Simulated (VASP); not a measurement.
Wanted: the native input for a VASP 6.6.1 run.

| Item | Value |
| --- | --- |
| Task | single point |
| Functional | PBE |
| Potentials or basis | VASP PAW PBE potentials, release 64 (Na_pv, S) |
| Cutoff | 500 eV |
| k mesh | 6 × 6 × 6 |
| Occupations | gaussian, width 0.01 eV |
| Spin | no spin polarisation |
| Dipole correction | no |
| Further INCAR settings | ALGO = Normal; EDIFF = 1e-06; NBANDS = 17 |

The structure of Na2S lies in POSCAR:

```
Na2S
1.0
    0.0000000000      3.2508316042      3.2508316042
    3.2508316042      0.0000000000      3.2508316042
    3.2508316042      3.2508316042      0.0000000000
Na S
2 1
Direct
    0.2500000000      0.2500000000      0.2500000000
    0.7500000000      0.7500000000      0.7500000000
    0.0000000000      0.0000000000      0.0000000000
```

This cell differs from its parent crystal: volume changed by -3%.

One way to write it, as run:

INCAR

```
SYSTEM = Na2S
ALGO = Normal ; EDIFF = 1E-6
ENCUT = 500 ; GGA = PE
GGA_COMPAT = .False. ; ISIF = 2
ISMEAR = 0 ; LASPH = .True.
LCHARG = .True. ; LELF = .True.
LREAL = .False. ; LVHAR = .True.
LWAVE = .False. ; NBANDS = 17
NELM = 120 ; PREC = Accurate
SIGMA = 0.01
```

KPOINTS

```
k-points
0
Gamma
  6 6 6
  0 0 0
```

Potentials or basis: VASP PAW PBE potentials, release 64 (Na_pv, S).

Command:

```bash
$ cat potpaw_PBE.64/Na_pv/POTCAR potpaw_PBE.64/S/POTCAR > POTCAR
$ mpirun -np 1 vasp_std > vasp.out
```

Results of the run:

The pressure is 0.9 GPa and the band gap on the k mesh is 2.55 eV, direct.

Wall time 23 s on 1 thread of Intel(R) Xeon(R) Platinum 8259CL CPU @ 2.50GHz (Skylake/Cascade Lake), on a shared host, peak memory 0.19 GiB.
